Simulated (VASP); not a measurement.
Set up this calculation in VASP 6.6.1, as the native input.

- Task: single point
- Functional: LDA
- Potentials or basis: VASP PAW LDA potentials, release 64 (Zn, S)
- Cutoff: 520 eV
- k mesh: 8 × 8 × 5
- Occupations: fermi-dirac, width 0.05 eV
- Spin: no spin polarisation
- Dipole correction: no
- Further INCAR settings: ALGO = Normal; EDIFF = 1e-06; NBANDS = 26

The structure of ZnS (Wurtzite-2H) lies in POSCAR:

```
ZnS
1.0
    3.8857444663      0.0000000000      0.0000000000
   -1.9428722331      3.3651534204      0.0000000000
    0.0000000000      0.0000000000      6.3562663350
Zn S
2 2
Direct
    0.6666666667      0.3333333333      0.5000000000
    0.3333333333      0.6666666667      0.0000000000
    0.6666666667      0.3333333333      0.8850000000
    0.3333333333      0.6666666667      0.3850000000
```

This cell differs from its parent crystal: volume scaled by 1.06.

These files were run (other wordings do the same):

INCAR

```
PREC = Accurate
ENCUT = 520
EDIFF = 1E-6
ISMEAR = -1
SIGMA = 0.05
LREAL = F
LASPH = T
NELM = 100
ALGO = Normal
ISIF = 2
LWAVE = F
LCHARG = F
NBANDS = 26
```

KPOINTS

```
Automatic mesh
0
Gamma
  8 8 5
```

Potentials or basis: VASP PAW LDA potentials, release 64 (Zn, S).

Launch:

```bash
$ cat potpaw_LDA.64/Zn/POTCAR potpaw_LDA.64/S/POTCAR > POTCAR
$ mpirun -np 1 vasp_std > vasp.out
```

It gave:

```
Pressure               : -7.2 GPa
Largest force          : 0.234 eV/Å
Band gap on the k mesh : 1.74 eV, direct
```

Run time: 45 s on 1 thread of Intel(R) Xeon(R) Platinum 8259CL CPU @ 2.50GHz (Skylake/Cascade Lake), on a shared host, peak memory 0.2 GiB.
